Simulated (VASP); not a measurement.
A run of VASP 6.6.1 is set up as follows.

INCAR

```
  ALGO = Normal
  EDIFF = 1E-7
  ENCUT = 520
  GGA = PE
  ISIF = 2
  ISMEAR = 0
  LASPH = True
  LCHARG = False
  LREAL = False
  LWAVE = False
  NBANDS = 11
  NELM = 100
  PREC = Accurate
  SIGMA = 0.1
```

KPOINTS

```
k-points
0
Gamma
  11 11 11
```

File POSCAR:

```
BAs
1.0
    0.0000000000      2.3885000000      2.3885000000
    2.3885000000      0.0000000000      2.3885000000
    2.3885000000      2.3885000000      0.0000000000
As B
1 1
Direct
    0.7500000000      0.7500000000      0.7500000000
    0.0000000000      0.0000000000      0.0000000000
```

Potentials or basis: VASP PAW PBE potentials, release 64 (As, B).

Command:

```bash
$ cat potpaw_PBE.64/As/POTCAR potpaw_PBE.64/B/POTCAR > POTCAR
$ mpirun -np 1 vasp_std > vasp.out
```

Problem. Estimate the pressure.

Solution. 3.4 GPa.

Problem. Estimate the band gap on the k mesh.

Solution. 1.20 eV, indirect (least direct gap 3.28 eV).

A k mesh can miss the band edges. As with any semilocal functional, this PBE gap is likely too small.
